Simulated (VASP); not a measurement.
Here is a VASP 6.6.1 calculation.

POSCAR

```
Ir
1.0
    0.0000000000      1.9228496765      1.9228496765
    1.9228496765      0.0000000000      1.9228496765
    1.9228496765      1.9228496765      0.0000000000
Ir
1
Direct
    0.0000000000      0.0000000000      0.0000000000
```

INCAR.step1

```
PREC = Accurate ; ENCUT = 520
ISMEAR = -1 ; SIGMA = 0.1
LREAL = F ; LASPH = T
NELM = 100 ; NBANDS = 10
GGA = PE ; ALGO = Normal
EDIFF = 1E-4 ; LWAVE = T
LCHARG = F
```

INCAR.step2

```
PREC = Accurate ; ENCUT = 520
EDIFF = 1E-6 ; ISMEAR = -1
SIGMA = 0.1 ; LREAL = F
LASPH = T ; NELM = 100
ALGO = Normal ; ISIF = 2
LWAVE = F ; LCHARG = F
METAGGA = R2SCAN ; LMIXTAU = T
NBANDS = 10 ; ISTART = 1
```

KPOINTS

```
regular mesh
0
Gamma
  7 7 7
```

Potentials or basis: VASP PAW PBE potentials, release 64 (Ir).

Run with:

```console
$ cat potpaw_PBE.64/Ir/POTCAR > POTCAR
$ cp INCAR.step1 INCAR
$ mpirun -np 1 vasp_std > vasp.out
$ cp INCAR.step2 INCAR
$ mpirun -np 1 vasp_std > vasp.out
```

**Question.** Estimate the pressure.

**Answer.** 0.9 GPa.

Caveat: the k points lie up to 0.40 Å⁻¹ apart; the PAW data sets were made with another functional, which shifts forces and pressure a little.
